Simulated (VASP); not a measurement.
The system is V4N.

```xyz
5
Lattice="4.5922 0.0000 0.0000 0.0000 4.5922 0.0000 0.0000 0.0000 4.5922" Properties=species:S:1:pos:R:3 pbc="T T T"
V     1.1481    1.1481    1.1481
V     3.4442    3.4442    1.1481
V     3.4442    1.1481    3.4442
V     1.1481    3.4442    3.4442
N     0.0000    0.0000    0.0000
```

This cell differs from its parent crystal: atoms taken out.

| Property | Result |
| --- | --- |
| Program | VASP 6.6.1 |
| Task | relaxation of cell and atoms |
| Functional | PBE |
| Potentials or basis | VASP PAW PBE potentials, release 64 (V_sv, N) |
| Cutoff | 600 eV |
| k mesh | 4 × 4 × 4 |
| Occupations | gaussian, width 0.1 eV |
| Spin | collinear spin, ferrimagnetic start |
| Starting moments | [2.0, 2.0, 2.0, -2.0, 0.0] μB |

At the start: pressure -22.4 GPa; volume 19.37 Å³/atom.

Task: How do energy, volume and symmetry change on relaxing?

Result: Over 9 steps the energy falls by 703.5 meV/atom and the volume is 13.22 Å³/atom (-31.8 %); space group P-43m (No. 215, to 0.1 Å) before and after; moment 0.00 μB per cell.

Step by step:
```csv
step,energy change (eV),largest force (eV/Å),pressure (GPa),volume (Å³)
1,0.0000,0.9979,-22.38,96.84
2,-2.3252,5.4502,23.86,63.66
3,-2.9666,2.6839,-1.36,71.04
4,-3.4034,1.2988,10.24,63.01
5,-3.4378,1.4504,6.80,64.59
6,-3.3827,1.1849,-8.57,68.88
7,-3.5170,0.0762,-0.54,66.35
8,-3.5170,0.0980,-0.40,66.31
9,-3.5175,0.0380,0.07,66.09
```

Final structure:
```yaml
crystal:
  lattice:
    - [4.04309, -0.00188, -0.00188]
    - [-0.00188, 4.04309, 0.00188]
    - [-0.00188, 0.00188, 4.04309]
  atoms:
    - { symbol: V, position: [0.26090, 0.26041, 0.26041] }
    - { symbol: V, position: [0.73959, 0.73910, 0.26041] }
    - { symbol: V, position: [0.73959, 0.26041, 0.73910] }
    - { symbol: V, position: [0.26026, 0.73974, 0.73974] }
    - { symbol: N, position: [0.99967, 0.00033, 0.00033] }
```

Caveat: the cell differs from its parent crystal (atoms taken out); the volume moved by over 15 % at a fixed basis, so the end points are rough.
